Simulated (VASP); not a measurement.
BaTiO3, 5 atoms in the cell. The structure is tetragonal, space group P4/mmm (No. 123). The conventional cell has a = 3.999 Å, b = 3.999 Å, c = 4.100 Å, α = 90.00°, β = 90.00°, γ = 90.00°. Ba (site symmetry 4/mmm) has 12 O at 2.83 to 2.86 Å and 8 Ti at 3.49 Å within 3.7 Å. Ti (site symmetry 4/mmm) has 6 O at 2.00 to 2.05 Å within 2.6 Å. O (site symmetry 4/mmm) has 2 Ti at 2.05 Å within 2.7 Å. Within 2.6 Å of O (site symmetry mmm) lie 2 Ti at 2.00 Å.  This cell differs from its parent crystal: uniaxial strain along a: +2.0 %.

```yaml
Program: VASP 6.6.1
Task: single point
Functional: PBE
Potentials_or_basis: VASP PAW PBE potentials, release 64 (Ba_sv, Ti_sv, O)
Cutoff: 520 eV
k_mesh: 8 × 8 × 8
Occupations: gaussian, width 0.02 eV
Spin: no spin polarisation
Dipole_correction: no
Further_INCAR_settings: ALGO = Normal; EDIFF = 1e-07; NBANDS = 28
```

Potentials or basis: VASP PAW PBE potentials, release 64 (Ba_sv, Ti_sv, O).

The run is started by

```console
$ cat potpaw_PBE.64/Ba_sv/POTCAR potpaw_PBE.64/Ti_sv/POTCAR potpaw_PBE.64/O/POTCAR > POTCAR
$ mpirun -np 1 vasp_std > vasp.out
```

Hardware: 1 thread of Intel(R) Xeon(R) 6975P-C (Granite Rapids), with other jobs on the host.

**Question.** How long does it take, and how much memory?

**Answer.** Wall time 76 s on 1 thread of Intel(R) Xeon(R) 6975P-C (Granite Rapids) (shared host), peak memory 0.26 GiB. Counts: scf iterations 17, k points 75.
